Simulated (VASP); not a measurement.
# Cd (Fd-3m) in VASP: relaxation of cell and atoms with PBE

Aim: the relaxation of cell and atoms of Cd with PBE.

Everything below comes from runs of VASP 6.6.1. Logs are shortened: lines on timing, memory, paths and dates and some standing lists are left out, and cuts for length are marked.

## Step 1: The cell of the first run

It takes space group Fd-3m (No. 227, cubic). Conventional cell: a = 4.547 Å, b = 4.547 Å, c = 4.547 Å, α = 90.00°, β = 90.00°, γ = 90.00°. Cd (site symmetry -43m) has 4 Cd at 1.97 Å within 2.6 Å.

This isn't the form of Cd at room conditions, which is hcp.

## Step 2: Relaxation of cell and atoms, PBE, target pressure 420 GPa, at which the enthalpy is minimised

INCAR

```
SYSTEM = Cd
  PREC = Accurate
  ENCUT = 600
  EDIFF = 1E-7
  ISMEAR = -1
  SIGMA = 0.1
  LREAL = .False.
  LASPH = .True.
  NELM = 60
  ALGO = Normal
  ISIF = 3
  LWAVE = .False.
  LCHARG = .False.
  GGA = PE
  IBRION = 2
  NSW = 32
  EDIFFG = -0.005
  PSTRESS = 4200.0
```

KPOINTS

```
regular mesh
0
Gamma
  14 14 14
  0 0 0
```

POSCAR

```
Cd
1.0
    0.0000000000      2.2734813689      2.2734813689
    2.2734813689      0.0000000000      2.2734813689
    2.2734813689      2.2734813689      0.0000000000
Cd
2
Direct
   -0.1250000000     -0.1250000000     -0.1250000000
    0.1250000000      0.1250000000      0.1250000000
```

Potentials or basis: VASP PAW PBE potentials, release 64 (Cd).

On the command line:

```
$ cat potpaw_PBE.64/Cd/POTCAR > POTCAR
$ mpirun -np 1 vasp_std > vasp.out
```

OUTCAR:

```text
SYSTEM = Cd
   PREC = Accurate
   ENCUT = 600
   EDIFF = 1E-7
   ISMEAR = -1
   LREAL = .False.
   LASPH = .True.
   NELM = 60
   ISIF = 3
   GGA = PE
   IBRION = 2
   NSW = 32
   EDIFFG = -0.005
   PSTRESS = 4200.0

 ion  position               nearest neighbor table
   1  0.875  0.875  0.875-   2 1.97   2 1.97   2 1.97   2 1.97   2 3.77   2 3.77   2 3.77   2 3.77
                             2 3.77   2 3.77   2 3.77   2 3.77   2 3.77   2 3.77   2 3.77   2 3.77
   2  0.125  0.125  0.125-   1 1.97   1 1.97   1 1.97   1 1.97   1 3.77   1 3.77   1 3.77   1 3.77
                             1 3.77   1 3.77   1 3.77   1 3.77   1 3.77   1 3.77   1 3.77   1 3.77

  LATTYP: Found a face centered cubic cell.
 ALAT       =     4.5469627378

  Lattice vectors:

 A1 = (   0.0000000000,   2.2734813689,   2.2734813689)
 A2 = (   2.2734813689,   0.0000000000,   2.2734813689)
 A3 = (   2.2734813689,   2.2734813689,   0.0000000000)

Analysis of symmetry for initial positions (statically):
=====================================================================
 Subroutine PRICEL returns:
 Original cell was already a primitive cell.

 Routine SETGRP: Setting up the symmetry group for a
 face centered cubic supercell.

 Subroutine GETGRP returns: Found 48 space group operations
 (whereof 12 operations were pure point group operations)
 out of a pool of 48 trial point group operations.

The static configuration has the point symmetry D_3d.
 The point group associated with its full space group is O_h .

Analysis of symmetry for dynamics (positions and initial velocities):
=====================================================================
 Subroutine PRICEL returns:
 Original cell was already a primitive cell.

 Routine SETGRP: Setting up the symmetry group for a
 face centered cubic supercell.

 Subroutine GETGRP returns: Found 48 space group operations
 (whereof 12 operations were pure point group operations)
 out of a pool of 48 trial point group operations.

The dynamic configuration has the point symmetry D_3d.
 The point group associated with its full space group is O_h .

 Subroutine INISYM returns: Found 48 space group operations
 (whereof 12 operations are pure point group operations),
 and found     1 'primitive' translations

----------------------------------------------------------------------------------------

                                     Primitive cell

  volume of cell :      23.5020

  direct lattice vectors                    reciprocal lattice vectors
     0.000000000  2.273481369  2.273481369    -0.219927028  0.219927028  0.219927028
     2.273481369  0.000000000  2.273481369     0.219927028 -0.219927028  0.219927028
     2.273481369  2.273481369  0.000000000     0.219927028  0.219927028 -0.219927028

  length of vectors
     3.215188186  3.215188186  3.215188186     0.380924786  0.380924786  0.380924786

  position of ions in fractional coordinates (direct lattice)
     0.875000000  0.875000000  0.875000000
     0.125000000  0.125000000  0.125000000

  ion indices of the primitive-cell ions
   primitive index   ion index
                 1           1
                 2           2

----------------------------------------------------------------------------------------

 KPOINTS: regular mesh

Automatic generation of k-mesh.
 Grid dimensions read from file:
 generate k-points for:   14   14   14

 Generating k-lattice:

  Cartesian coordinates                     Fractional coordinates (reciprocal lattice)
    -0.015709073  0.015709073  0.015709073     0.071428571  0.000000000  0.000000000
     0.015709073 -0.015709073  0.015709073     0.000000000  0.071428571  0.000000000
     0.015709073  0.015709073 -0.015709073     0.000000000  0.000000000  0.071428571

  Length of vectors
     0.027208913  0.027208913  0.027208913

  Shift w.r.t. Gamma in fractional coordinates (k-lattice)
     0.000000000  0.000000000  0.000000000

 Subroutine IBZKPT returns following result:
 ===========================================

 Found    104 irreducible k-points:

 Following reciprocal coordinates:
            Coordinates               Weight
  0.000000  0.000000  0.000000      1.000000
  0.071429  0.000000  0.000000      8.000000
  0.142857  0.000000  0.000000      8.000000
  0.214286  0.000000  0.000000      8.000000
  0.285714  0.000000  0.000000      8.000000
  0.357143  0.000000  0.000000      8.000000
[... 16 lines left out ...]
  0.214286  0.142857  0.000000     24.000000
  0.285714  0.142857  0.000000     24.000000
 [... further k-points ...]
   k-points           NKPTS =    104   k-points in BZ     NKDIM =    104   number of bands    NBANDS=     16
   number of dos      NEDOS =    301   number of ions     NIONS =      2
   total plane-waves  NPLWV =  21952
   dimension x,y,z NGX =    28 NGY =   28 NGZ =   28
   dimension x,y,z NGXF=    56 NGYF=   56 NGZF=   56
   ions per type =               2
   NGX,Y,Z   is equivalent  to a cutoff of  14.48, 14.48, 14.48 a.u.
   NGXF,Y,Z  is equivalent  to a cutoff of  28.96, 28.96, 28.96 a.u.
 SYSTEM =  Cd
   PREC   = accura    normal or accurate (medium, high low for compatibility)
   ISTART =      0    job   : 0-new  1-cont  2-samecut
   ICHARG =      2    charge: 1-file 2-atom 10-const
   ISPIN  =      1    spin polarized calculation?
   LNONCOLLINEAR =      F non collinear calculations
   LSORBIT =      F    spin-orbit coupling
   LASPH  =      T    aspherical Exc in radial PAW
   ENCUT  =  600.0 eV  44.10 Ry    6.64 a.u.   6.42  6.42  6.42*2*pi/ulx,y,z
   NELM   =     60;   NELMIN=  2; NELMDL= -5     # of ELM steps
   EDIFF  = 0.1E-06   stopping-criterion for ELM
   LREAL  =      F    real-space projection
   EDIFFG = -.5E-02   stopping-criterion for IOM
   NSW    =     32    number of steps for IOM
   IBRION =      2    ionic relax: 0-MD 1-quasi-New 2-CG
   NFREE  =      1    steps in history (QN), initial steepest desc. (CG)
   ISIF   =      3    stress and relaxation
   ISYM   =      2    0-nonsym 1-usesym 2-fastsym
   POTIM  = 0.5000    time-step for ionic-motion
   TEBEG  =    0.0;   TEEND  =   0.0 temperature during run
   PSTRESS= 4200.0 pullay stress
   NELECT =      24.0000    total number of electrons
   NUPDOWN=      -1.0000    fix difference up-down
   EMIN   =  10.00;   EMAX   =-10.00  energy-range for DOS
   EFERMI =   0.00;   METHOD = LEGACY
   ISMEAR =    -1;   SIGMA  =   0.10  broadening in eV -4-tet -1-fermi 0-gaus
   EFERMI_NEDOS =   21; number of points for ismear=-14 and -15
   IALGO  =     38    algorithm
   IMIX   =      4    mixing-type and parameters
     AMIX     =   0.40;   BMIX     =  1.00
     AMIX_MAG =   1.60;   BMIX_MAG =  1.00
  volume/ion in A,a.u.               =      11.75        79.30
  Fermi-wavevector in a.u.,A,eV,Ry     =   1.648582  3.115368 36.978215  2.717822
  Thomas-Fermi vector in A             =   2.737847
   LORBIT       =      0    0 simple, 1 ext, 2 COOP (PROOUT), +10 PAW based schemes
   GGA     = PE    functional components
   LHFCALC =     F    Hartree Fock is set to
   AEXX    =    0.0000 exact exchange contribution
   IVDW    =     0    specifies the selected vdW correction
   LEPSILON=     F    determine dielectric tensor
   LRPA    =     F    only Hartree local field effects (RPA)
 conjugate gradient relaxation of ions
 non-spin polarized calculation
  energy-cutoff  :      600.00
  volume of cell :       23.50
 maximum number of plane-waves:       801
 NGX is ok and might be reduce to    28
   NGX = 13   NGY = 13   NGZ = 13

--------------------------------------- Ionic step        1  -------------------------------------------

 number of electron      23.9999997 magnetization

 Free energy of the ion-electron system (eV)
  ---------------------------------------------------
  ext. energy  EPLUGINS =         0.00000000
  ---------------------------------------------------
  free energy    TOTEN  =        21.07258347 eV

  energy without entropy =       21.09028336  energy(sigma->0) =       21.08143342

------------------------ aborting loop because EDIFF is reached ----------------------------------------

  FORCE on cell =-STRESS in cart. coord.  units (eV):
  Direction    XX          YY          ZZ          XY          YZ          ZX
  --------------------------------------------------------------------------------------
  -------------------------------------------------------------------------------------
  Total       64.9063394     64.9063394     64.9063394     -0.0000000      0.0000000      0.0000000
  in kB     4424.7985676   4424.7985676   4424.7985676     -0.0000000      0.0000000      0.0000000
  external PRESSURE =     224.7985676 kB  Pullay stress =    4200.0000000 kB

 VOLUME and BASIS-vectors are now :
 -----------------------------------------------------------------------------
  energy-cutoff  :      600.00
  volume of cell :       23.50
      direct lattice vectors                 reciprocal lattice vectors
     0.000000000  2.273481369  2.273481369    -0.219927028  0.219927028  0.219927028
     2.273481369  0.000000000  2.273481369     0.219927028 -0.219927028  0.219927028
     2.273481369  2.273481369  0.000000000     0.219927028  0.219927028 -0.219927028
[... 8 lines left out ...]
  FREE ENERGIE OF THE ION-ELECTRON SYSTEM (eV)
  ---------------------------------------------------
  free  energy   TOTEN  =        21.0725834737 eV

  energy  without entropy=       21.0902833639  energy(sigma->0) =       21.08143342

  enthalpy is  TOTEN    =        82.6814050997 eV   P V=       61.6088216260

--------------------------------------- Ionic step        2  -------------------------------------------

 number of electron      24.0000009 magnetization

 E-fermi :   6.6146     XC(G=0): -12.9284

 val. band max:        6.6055661442   @ k =  -0.4286   0.4286   0.1429
 cond. band min:       6.6147277292   @ k =  -0.4286   0.3571   0.1429
 fundamental gap:      0.0091615850
 Fermi energy:         6.6146247394

 k-point     1 :       0.0000    0.0000    0.0000
  band No.  band energies     occupation
      1      -7.0007      2.00000
      2      -7.0007      2.00000
      3      -6.7788      2.00000
      4      -6.7788      2.00000
      5      -6.7788      2.00000
      6      -5.7000      2.00000
[... 8 lines left out ...]
     15      17.1084      0.00000
     16      17.1084      0.00000
[... 504 lines left out ...]
  FREE ENERGIE OF THE ION-ELECTRON SYSTEM (eV)
  ---------------------------------------------------
  free  energy   TOTEN  =        19.9579421913 eV

  energy  without entropy=       19.9762228840  energy(sigma->0) =       19.96708254

  enthalpy is  TOTEN    =        82.6566938876 eV   P V=       62.6987516962

--------------------------------------- Ionic step        4  -------------------------------------------

 number of electron      23.9999998 magnetization

 Free energy of the ion-electron system (eV)
  ---------------------------------------------------
  ext. energy  EPLUGINS =         0.00000000
  ---------------------------------------------------
  free energy    TOTEN  =        20.09110715 eV

  energy without entropy =       20.10931750  energy(sigma->0) =       20.10021233

 E-fermi :   9.6464     XC(G=0): -14.2888

 val. band max:        9.6442204306   @ k =   0.5000   0.3571   0.1429
 cond. band min:       9.7364992551   @ k =  -0.2857   0.0714   0.0000
 fundamental gap:      0.0922788245
 Fermi energy:         9.6464022655

 k-point     1 :       0.0000    0.0000    0.0000
  band No.  band energies     occupation
      1      -6.5725      2.00000
      2      -6.5725      2.00000
      3      -5.9704      2.00000
      4      -5.9704      2.00000
      5      -5.9704      2.00000
      6      -5.0724      2.00000
[... 8 lines left out ...]
     15      20.9681      0.00000
     16      21.9054      0.00000
[... 459 lines left out ...]
 POSITION                                       TOTAL-FORCE (eV/Angst)
 -----------------------------------------------------------------------------------
      3.99907      3.99907      3.99907        -0.000000     -0.000000     -0.000000
      0.57130      0.57130      0.57130         0.000000      0.000000      0.000000
 -----------------------------------------------------------------------------------
    total drift:                                0.000000     -0.000000     -0.000000

  FREE ENERGIE OF THE ION-ELECTRON SYSTEM (eV)
  ---------------------------------------------------
  free  energy   TOTEN  =        20.0911071503 eV

  energy  without entropy=       20.1093175022  energy(sigma->0) =       20.10021233

  enthalpy is  TOTEN    =        82.6561897836 eV   P V=       62.5650826333

 reached required accuracy - stopping structural energy minimisation
```

Wall time 93 s (1 thread of Oxide Virtual Turin-like, shared host); peak memory 0.16 GiB.

What came out:

```
Free energy                                                : 20.0911 eV
Relaxed volume                                             : 11.93 Å³/atom
Relaxed cell                                               : a = 3.232 Å, b = 3.232 Å, c = 3.232 Å, α = 60.00°, β = 60.00°, γ = 60.00°
Space group after relaxing (to 0.1 Å)                      : Fd-3m (No. 227)
Energy change on relaxing (the run minimises the enthalpy) : -490.7 meV/atom
Ionic steps                                                : 4
Pressure after relaxing                                    : 420.0 GPa
Band gap on the k mesh                                     : zero (bands 12 and 13 overlap by 14.01 eV)
```

The path:
```tsv
step	energy change (eV)	largest force (eV/Å)	pressure (GPa)	volume (Å³)
1	0.0000	0.0000	442.48	23.50
2	-11.3615	0.0000	196.22	29.57
3	-1.1146	0.0000	416.93	23.92
4	-0.9815	0.0000	419.97	23.87
```

Final structure:
```
Cd
1.0
     0.00000    2.28518    2.28518
     2.28518    0.00000    2.28518
     2.28518    2.28518    0.00000
Cd
2
Cartesian
  3.9991 3.9991 3.9991
  0.5713 0.5713 0.5713
```

Caveat: the cell is relaxed towards a set pressure, so the run minimises the enthalpy, not the energy; atoms lie so close that the PAW spheres overlap strongly, which falsifies energies and pressures.

The gap in the log of VASP goes by the Fermi energy; the results here count the filled bands.